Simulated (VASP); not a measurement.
# MgV3 (Pm-3m) in VASP: a series of runs

The runs below take MgV3 through single point, with PBE.

Program: VASP 6.6.1. These are calculated values, not measurements. Logs are shortened: lines on timing, memory, paths and dates and some standing lists are left out, and cuts for length are marked.

## (1) The cell of the first run

Symmetry: Pm-3m, No. 221, cubic system. Conventional cell: a = 3.903 Å, b = 3.903 Å, c = 3.903 Å, α = 90.00°, β = 90.00°, γ = 90.00°. V (site symmetry 4/mmm) has 8 V at 2.76 Å and 4 Mg at 2.76 Å within 3.6 Å. Within 3.6 Å of Mg (site symmetry m-3m) lie 12 V at 2.76 Å.

## (2) Single point, PBE, collinear spin, ferromagnetic start

Input file INCAR:

```
SYSTEM = MgV3
PREC = Accurate ; ENCUT = 600
EDIFF = 1E-6 ; ISMEAR = 0
SIGMA = 0.1 ; LREAL = .FALSE.
LASPH = .TRUE. ; NELM = 200
ALGO = Normal ; ISIF = 2
LWAVE = .FALSE. ; LCHARG = .TRUE.
ISPIN = 2 ; MAGMOM = 0.47 0.47 0.47 0
LORBIT = 11 ; LMAXMIX = 4
GGA = PE ; LELF = .TRUE.
LVHAR = .TRUE. ; NBANDS = 32
GGA_COMPAT = .FALSE.
```

Input file KPOINTS:

```
Automatic mesh
0
G
  12 12 12
  0 0 0
```

Input file POSCAR:

```
MgV3
1.0
    3.9030703298      0.0000000000      0.0000000000
    0.0000000000      3.9030703298      0.0000000000
    0.0000000000      0.0000000000      3.9030703298
V Mg
3 1
Direct
    0.0000000000      0.5000000000      0.5000000000
    0.5000000000      0.0000000000      0.5000000000
    0.5000000000      0.5000000000      0.0000000000
    0.0000000000      0.0000000000      0.0000000000
```

Potentials or basis: VASP PAW PBE potentials, release 64 (V_sv, Mg).

Command:

```
$ cat potpaw_PBE.64/V_sv/POTCAR potpaw_PBE.64/Mg/POTCAR > POTCAR
$ mpirun -np 1 vasp_std > vasp.out
```

OUTCAR:

```text
SYSTEM = MgV3
   PREC = Accurate
   ENCUT = 600
   EDIFF = 1E-6
   ISMEAR = 0
   LREAL = .FALSE.
   LASPH = .TRUE.
   NELM = 200
   ISIF = 2
   ISPIN = 2
   LORBIT = 11
   GGA = PE

 ion  position               nearest neighbor table
   1  0.000  0.500  0.500-   2 2.76   3 2.76   4 2.76   3 2.76   4 2.76   2 2.76   4 2.76   4 2.76
                             2 2.76   3 2.76   3 2.76   2 2.76
   2  0.500  0.000  0.500-   1 2.76   3 2.76   4 2.76   3 2.76   4 2.76   1 2.76   3 2.76   3 2.76
                             1 2.76   4 2.76   4 2.76   1 2.76
   3  0.500  0.500  0.000-   1 2.76   2 2.76   4 2.76   1 2.76   2 2.76   2 2.76   4 2.76   2 2.76
                             1 2.76   4 2.76   1 2.76   4 2.76
   4  0.000  0.000  0.000-   1 2.76   2 2.76   3 2.76   1 2.76   2 2.76   1 2.76   3 2.76   1 2.76
                             2 2.76   3 2.76   2 2.76   3 2.76

  LATTYP: Found a simple cubic cell.
 ALAT       =     3.9030703298

  Lattice vectors:

 A1 = (   3.9030703298,   0.0000000000,   0.0000000000)
 A2 = (   0.0000000000,   3.9030703298,   0.0000000000)
 A3 = (   0.0000000000,   0.0000000000,   3.9030703298)

Analysis of symmetry for initial positions (statically):
=====================================================================
 Subroutine PRICEL returns:
 Original cell was already a primitive cell.

 Routine SETGRP: Setting up the symmetry group for a
 simple cubic supercell.

 Subroutine GETGRP returns: Found 48 space group operations
 (whereof 48 operations were pure point group operations)
 out of a pool of 48 trial point group operations.

The static configuration has the point symmetry O_h .

Analysis of symmetry for dynamics (positions and initial velocities):
=====================================================================
 Subroutine PRICEL returns:
 Original cell was already a primitive cell.

 Routine SETGRP: Setting up the symmetry group for a
 simple cubic supercell.

 Subroutine GETGRP returns: Found 48 space group operations
 (whereof 48 operations were pure point group operations)
 out of a pool of 48 trial point group operations.

The dynamic configuration has the point symmetry O_h .

Analysis of structural, dynamic, and magnetic symmetry:
=====================================================================
 Subroutine PRICEL returns:
 Original cell was already a primitive cell.

 Routine SETGRP: Setting up the symmetry group for a
 simple cubic supercell.

 Subroutine GETGRP returns: Found 48 space group operations
 (whereof 48 operations were pure point group operations)
 out of a pool of 48 trial point group operations.

The overall configuration has the point symmetry O_h .

 Subroutine INISYM returns: Found 48 space group operations
 (whereof 48 operations are pure point group operations),
 and found     1 'primitive' translations

----------------------------------------------------------------------------------------

                                     Primitive cell

  volume of cell :      59.4592

  direct lattice vectors                    reciprocal lattice vectors
     3.903070330  0.000000000  0.000000000     0.256208553  0.000000000  0.000000000
     0.000000000  3.903070330  0.000000000     0.000000000  0.256208553  0.000000000
     0.000000000  0.000000000  3.903070330     0.000000000  0.000000000  0.256208553

  length of vectors
     3.903070330  3.903070330  3.903070330     0.256208553  0.256208553  0.256208553

  position of ions in fractional coordinates (direct lattice)
     0.000000000  0.500000000  0.500000000
     0.500000000  0.000000000  0.500000000
     0.500000000  0.500000000  0.000000000
     0.000000000  0.000000000  0.000000000

  ion indices of the primitive-cell ions
   primitive index   ion index
                 1           1
                 2           2
                 3           3
                 4           4

----------------------------------------------------------------------------------------

 KPOINTS: Automatic mesh

Automatic generation of k-mesh.
 Grid dimensions read from file:
 generate k-points for:   12   12   12

 Generating k-lattice:

  Cartesian coordinates                     Fractional coordinates (reciprocal lattice)
     0.021350713  0.000000000  0.000000000     0.083333333  0.000000000  0.000000000
     0.000000000  0.021350713  0.000000000     0.000000000  0.083333333  0.000000000
     0.000000000  0.000000000  0.021350713     0.000000000  0.000000000  0.083333333

  Length of vectors
     0.021350713  0.021350713  0.021350713

  Shift w.r.t. Gamma in fractional coordinates (k-lattice)
     0.000000000  0.000000000  0.000000000

 Subroutine IBZKPT returns following result:
 ===========================================

 Found     84 irreducible k-points:

 Following reciprocal coordinates:
            Coordinates               Weight
  0.000000  0.000000  0.000000      1.000000
  0.083333  0.000000  0.000000      6.000000
  0.166667  0.000000  0.000000      6.000000
  0.250000  0.000000  0.000000      6.000000
  0.333333  0.000000  0.000000      6.000000
  0.416667  0.000000  0.000000      6.000000
[... 16 lines left out ...]
  0.333333  0.333333  0.000000     12.000000
  0.416667  0.333333  0.000000     24.000000
 [... further k-points ...]
   k-points           NKPTS =     84   k-points in BZ     NKDIM =     84   number of bands    NBANDS=     32
   number of dos      NEDOS =    301   number of ions     NIONS =      4
   total plane-waves  NPLWV =  32768
   dimension x,y,z NGX =    32 NGY =   32 NGZ =   32
   dimension x,y,z NGXF=    64 NGYF=   64 NGZF=   64
   ions per type =               3   1
   NGX,Y,Z   is equivalent  to a cutoff of  13.63, 13.63, 13.63 a.u.
   NGXF,Y,Z  is equivalent  to a cutoff of  27.26, 27.26, 27.26 a.u.
 SYSTEM =  MgV3
   PREC   = accura    normal or accurate (medium, high low for compatibility)
   ISTART =      0    job   : 0-new  1-cont  2-samecut
   ICHARG =      2    charge: 1-file 2-atom 10-const
   ISPIN  =      2    spin polarized calculation?
   LNONCOLLINEAR =      F non collinear calculations
   LSORBIT =      F    spin-orbit coupling
   LASPH  =      T    aspherical Exc in radial PAW
   ENCUT  =  600.0 eV  44.10 Ry    6.64 a.u.   7.80  7.80  7.80*2*pi/ulx,y,z
   NELM   =    200;   NELMIN=  2; NELMDL= -5     # of ELM steps
   EDIFF  = 0.1E-05   stopping-criterion for ELM
   LREAL  =      F    real-space projection
   EDIFFG = 0.1E-04   stopping-criterion for IOM
   NSW    =      0    number of steps for IOM
   IBRION =     -1    ionic relax: 0-MD 1-quasi-New 2-CG
   NFREE  =      0    steps in history (QN), initial steepest desc. (CG)
   ISIF   =      2    stress and relaxation
   ISYM   =      2    0-nonsym 1-usesym 2-fastsym
   POTIM  = 0.5000    time-step for ionic-motion
   TEBEG  =    0.0;   TEEND  =   0.0 temperature during run
   PSTRESS=    0.0 pullay stress
   NELECT =      41.0000    total number of electrons
   NUPDOWN=      -1.0000    fix difference up-down
   EMIN   =  10.00;   EMAX   =-10.00  energy-range for DOS
   EFERMI =   0.00;   METHOD = LEGACY
   ISMEAR =     0;   SIGMA  =   0.10  broadening in eV -4-tet -1-fermi 0-gaus
   EFERMI_NEDOS =   21; number of points for ismear=-14 and -15
   IALGO  =     38    algorithm
   IMIX   =      4    mixing-type and parameters
     AMIX     =   0.40;   BMIX     =  1.00
     AMIX_MAG =   1.60;   BMIX_MAG =  1.00
  volume/ion in A,a.u.               =      14.86       100.31
  Fermi-wavevector in a.u.,A,eV,Ry     =   1.446316  2.733140 28.461059  2.091829
  Thomas-Fermi vector in A             =   2.564398
   LORBIT       =     11    0 simple, 1 ext, 2 COOP (PROOUT), +10 PAW based schemes
   GGA     = PE    functional components
   LHFCALC =     F    Hartree Fock is set to
   AEXX    =    0.0000 exact exchange contribution
   IVDW    =     0    specifies the selected vdW correction
   LEPSILON=     F    determine dielectric tensor
   LRPA    =     F    only Hartree local field effects (RPA)
 spin polarized calculation
 Gauss-broadening in eV      SIGMA  =   0.10
  energy-cutoff  :      600.00
  volume of cell :       59.46
 maximum number of plane-waves:      2008
 NGX is ok and might be reduce to    32
   NGX = 15   NGY = 15   NGZ = 15

 number of electron      41.0000031 magnetization       1.1493341

 Free energy of the ion-electron system (eV)
  ---------------------------------------------------
  ext. energy  EPLUGINS =         0.00000000
  ---------------------------------------------------
  free energy    TOTEN  =       -26.87499848 eV

  energy without entropy =      -26.84698512  energy(sigma->0) =      -26.86099180

 E-fermi :   7.6622     XC(G=0): -11.7635

 val. band max:        7.6571211574   @ k =   0.4167   0.3333   0.0833
 cond. band min:       7.6633972963   @ k =   0.3333   0.2500   0.0833
 fundamental gap:      0.0062761389
 Fermi energy:         7.6622436551

 spin component 1

 k-point     1 :       0.0000    0.0000    0.0000
  band No.  band energies     occupation
      1     -56.4920      1.00000
      2     -56.3684      1.00000
      3     -56.3684      1.00000
      4     -30.4837      1.00000
      5     -30.4837      1.00000
      6     -30.4837      1.00000
[... 829 lines left out ...]
     31      12.3260      0.00000
     32      15.3696      0.00000

 [... further k-points ...]

 spin component 2

 k-point     1 :       0.0000    0.0000    0.0000
  band No.  band energies     occupation
      1     -56.1842      1.00000
      2     -56.0606      1.00000
      3     -56.0606      1.00000
      4     -30.1791      1.00000
      5     -30.1791      1.00000
      6     -30.1791      1.00000
[... 829 lines left out ...]
     31      12.5718      0.00000
     32      15.5557      0.00000

 [... further k-points ...]

------------------------ aborting loop because EDIFF is reached ----------------------------------------

  FORCE on cell =-STRESS in cart. coord.  units (eV):
  Direction    XX          YY          ZZ          XY          YZ          ZX
  --------------------------------------------------------------------------------------
  -------------------------------------------------------------------------------------
  Total        0.0555769      0.0555769      0.0555769      0.0000000      0.0000000      0.0000000
  in kB        1.4975660      1.4975660      1.4975660      0.0000000      0.0000000      0.0000000
  external PRESSURE =       1.4975660 kB  Pullay stress =       0.0000000 kB

 VOLUME and BASIS-vectors are now :
 -----------------------------------------------------------------------------
  energy-cutoff  :      600.00
  volume of cell :       59.46
      direct lattice vectors                 reciprocal lattice vectors
     3.903070330  0.000000000  0.000000000     0.256208553  0.000000000  0.000000000
     0.000000000  3.903070330  0.000000000     0.000000000  0.256208553  0.000000000
     0.000000000  0.000000000  3.903070330     0.000000000  0.000000000  0.256208553

 POSITION                                       TOTAL-FORCE (eV/Angst)
 -----------------------------------------------------------------------------------
      0.00000      1.95154      1.95154         0.000000      0.000000      0.000000
      1.95154      0.00000      1.95154         0.000000      0.000000      0.000000
      1.95154      1.95154      0.00000         0.000000      0.000000      0.000000
      0.00000      0.00000      0.00000         0.000000      0.000000      0.000000
 -----------------------------------------------------------------------------------
    total drift:                                0.000000     -0.000000     -0.000000

  FREE ENERGIE OF THE ION-ELECTRON SYSTEM (eV)
  ---------------------------------------------------
  free  energy   TOTEN  =       -26.8749984753 eV

  energy  without entropy=      -26.8469851226  energy(sigma->0) =      -26.86099180

 total charge

# of ion       s       p       d       tot
------------------------------------------
    1        2.314   6.176   3.012  11.502
    2        2.314   6.176   3.012  11.502
    3        2.314   6.176   3.012  11.502
    4        0.243   0.235   0.036   0.514
--------------------------------------------------
tot          7.184  18.765   9.071  35.019

 magnetization (x)

# of ion       s       p       d       tot
------------------------------------------
    1        0.002   0.014   0.313   0.329
    2        0.002   0.014   0.313   0.329
    3        0.002   0.014   0.313   0.329
    4       -0.003  -0.000   0.001  -0.002
--------------------------------------------------
tot          0.004   0.041   0.941   0.986
```

Run time: 97 s. Hardware: 1 thread of Intel Xeon 6975P-C (Granite Rapids), shared host; peak memory 0.4 GiB.

Results:

| Quantity | Value |
| --- | --- |
| Free energy | -26.8750 eV |
| Pressure | 0.1 GPa |
| Net moment | 1.15 μB per cell |
| Site moments | V +0.33; Mg -0.00 μB |
| Valence electrons inside the program's atomic spheres | V 11.50; Mg 0.51 |

Levels at points of the mesh, in eV from the Fermi level:
Spin up:
```tsv
k point	band 17	band 18	band 19	band 20	band 21	band 22	band 23	band 24	band 25	band 26
(0.00, 0.00, 0.00)	-1.81	-1.81	-1.81	1.01	1.01	1.01	2.16	2.16	2.36	2.36
(0.50, 0.00, 0.00)	-1.24	-1.24	-0.89	-0.20	-0.20	0.37	0.41	1.01	1.21	1.21
(0.50, 0.50, 0.00)	-1.28	-1.02	-0.77	-0.77	-0.05	-0.05	0.84	0.97	0.97	1.01
(0.50, 0.50, 0.50)	-0.12	-0.12	-0.12	-0.09	-0.09	-0.09	0.66	1.02	1.02	1.02
```
Spin down:
| k point | band 17 | band 18 | band 19 | band 20 | band 21 | band 22 | band 23 | band 24 |
| --- | --- | --- | --- | --- | --- | --- | --- | --- |
| (0.00, 0.00, 0.00) | -1.49 | -1.49 | -1.49 | 1.23 | 1.23 | 1.23 | 2.35 | 2.35 |
| (0.50, 0.00, 0.00) | -1.01 | -0.98 | -0.63 | 0.14 | 0.14 | 0.55 | 0.70 | 1.19 |
| (0.50, 0.50, 0.00) | -1.13 | -0.67 | -0.47 | -0.47 | 0.30 | 0.30 | 1.17 | 1.19 |
| (0.50, 0.50, 0.50) | -0.03 | -0.03 | -0.03 | 0.27 | 0.27 | 0.27 | 0.83 | 1.18 |

## (3) Single point, PBE, collinear spin, ferromagnetic start

Input file INCAR:

```
SYSTEM = MgV3
ALGO     = Fast           ! electronic algorithm
EDIFF    = 1E-7           ! SCF threshold, eV
ENCUT    = 520            ! plane-wave cutoff, eV
GGA      = PE             ! functional
ISIF     = 2              ! what is computed and relaxed
ISMEAR   = 0              ! smearing method
ISPIN    = 2              ! spin polarisation
LASPH    = .TRUE.         ! aspherical terms in the spheres
LCHARG   = .FALSE.        ! write CHGCAR
LMAXMIX  = 4              ! l up to which the mixer works
LORBIT   = 11             ! projections on sites
LREAL    = .FALSE.        ! projectors in reciprocal space
LWAVE    = .FALSE.        ! write WAVECAR
MAGMOM   = 3.5 3.5 3.5 0  ! initial moments
NBANDS   = 32             ! bands
NELM     = 150            ! most SCF steps
PREC     = Accurate       ! precision mode
SIGMA    = 0.1            ! smearing width, eV
```

Input file KPOINTS:

```
k-points
0
G
  12 12 12
  0 0 0
```

POSCAR is that of step 2.

Potentials or basis: VASP PAW PBE potentials, release 64 (V_sv, Mg).

Command:

```
$ cat potpaw_PBE.64/V_sv/POTCAR potpaw_PBE.64/Mg/POTCAR > POTCAR
$ mpirun -np 1 vasp_std > vasp.out
```

Wall time 2.6 min (1 thread of Intel Xeon 6975P-C (Granite Rapids), shared host); peak memory 0.34 GiB.

It converged, with:

| Property | Result |
| --- | --- |
| Free energy | -26.8750 eV |
| Pressure | 0.2 GPa |
| Net moment | 1.15 μB per cell |
| Site moments | V +0.33; Mg -0.00 μB |
| Valence electrons inside the program's atomic spheres | V 11.50; Mg 0.51 |

Levels at points of the mesh, in eV from the Fermi level:
Spin up:
```
           k point  band 19  band 20  band 21  band 22  band 23  band 24
(0.00, 0.00, 0.00)    -1.81     1.01     1.01     1.01     2.16     2.16
(0.50, 0.00, 0.00)    -0.89    -0.20    -0.20     0.37     0.41     1.01
(0.50, 0.50, 0.00)    -0.77    -0.77    -0.05    -0.05     0.84     0.97
(0.50, 0.50, 0.50)    -0.12    -0.09    -0.09    -0.09     0.66     1.02
```
Spin down:
```csv
k point,band 16,band 17,band 18,band 19,band 20,band 21,band 22,band 23,band 24,band 25
"(0.00, 0.00, 0.00)",-1.96,-1.49,-1.49,-1.49,1.23,1.23,1.23,2.35,2.35,2.51
"(0.50, 0.00, 0.00)",-1.01,-1.01,-0.98,-0.63,0.14,0.14,0.55,0.70,1.19,1.50
"(0.50, 0.50, 0.00)",-1.72,-1.13,-0.67,-0.47,-0.47,0.30,0.30,1.17,1.19,1.19
"(0.50, 0.50, 0.50)",-2.21,-0.03,-0.03,-0.03,0.27,0.27,0.27,0.83,1.18,1.18
```

## (4) Single point, PBE, collinear spin, ferromagnetic start

Input file INCAR:

```
SYSTEM = MgV3
ALGO     = Normal         ! electronic algorithm
EDIFF    = 1E-6           ! SCF threshold, eV
ENCUT    = 520            ! plane-wave cutoff, eV
GGA      = PE             ! functional
ISIF     = 2              ! what is computed and relaxed
ISMEAR   = 0              ! smearing method
ISPIN    = 2              ! spin polarisation
LASPH    = .TRUE.         ! aspherical terms in the spheres
LCHARG   = .TRUE.         ! write CHGCAR
LELF     = .TRUE.         ! ELF
LMAXMIX  = 4              ! l up to which the mixer works
LORBIT   = 11             ! projections on sites
LREAL    = .FALSE.        ! projectors in reciprocal space
LVHAR    = .TRUE.       
LWAVE    = .FALSE.        ! write WAVECAR
MAGMOM   = 0.5 0.5 0.5 0  ! initial moments
NBANDS   = 32             ! bands
NELM     = 150            ! most SCF steps
PREC     = Accurate       ! precision mode
SIGMA    = 0.1            ! smearing width, eV
```

KPOINTS is that of step 3.

POSCAR is that of step 3.

Command:

```
$ cat potpaw_PBE.64/V_sv/POTCAR potpaw_PBE.64/Mg/POTCAR > POTCAR
$ mpirun -np 1 vasp_std > vasp.out
```

It took 2.5 min on 1 thread of Intel Xeon 6975P-C (Granite Rapids), shared host; peak memory 0.34 GiB.

The run converged. Its results:

```yaml
Free_energy: -26.8750 eV
Pressure: 0.2 GPa
Net_moment: 1.15 μB per cell
Site_moments: V +0.33; Mg -0.00 μB
Valence_electrons_inside_the_program's_atomic_spheres: V 11.50; Mg 0.51
```

Levels at points of the mesh, in eV from the Fermi level:
Spin up:
| k point | band 18 | band 19 | band 20 | band 21 | band 22 | band 23 | band 24 | band 25 |
| --- | --- | --- | --- | --- | --- | --- | --- | --- |
| (0.00, 0.00, 0.00) | -1.81 | -1.81 | 1.01 | 1.01 | 1.01 | 2.16 | 2.16 | 2.36 |
| (0.50, 0.00, 0.00) | -1.24 | -0.89 | -0.20 | -0.20 | 0.38 | 0.41 | 1.01 | 1.21 |
| (0.50, 0.50, 0.00) | -1.02 | -0.77 | -0.77 | -0.05 | -0.05 | 0.84 | 0.97 | 0.97 |
| (0.50, 0.50, 0.50) | -0.12 | -0.12 | -0.09 | -0.09 | -0.09 | 0.66 | 1.02 | 1.02 |
Spin down:
```
           k point  band 18  band 19  band 20  band 21  band 22  band 23
(0.00, 0.00, 0.00)    -1.49    -1.49     1.23     1.23     1.23     2.35
(0.50, 0.00, 0.00)    -0.99    -0.63     0.14     0.14     0.55     0.70
(0.50, 0.50, 0.00)    -0.67    -0.47    -0.47     0.30     0.30     1.17
(0.50, 0.50, 0.50)    -0.03    -0.03     0.27     0.27     0.27     0.83
```
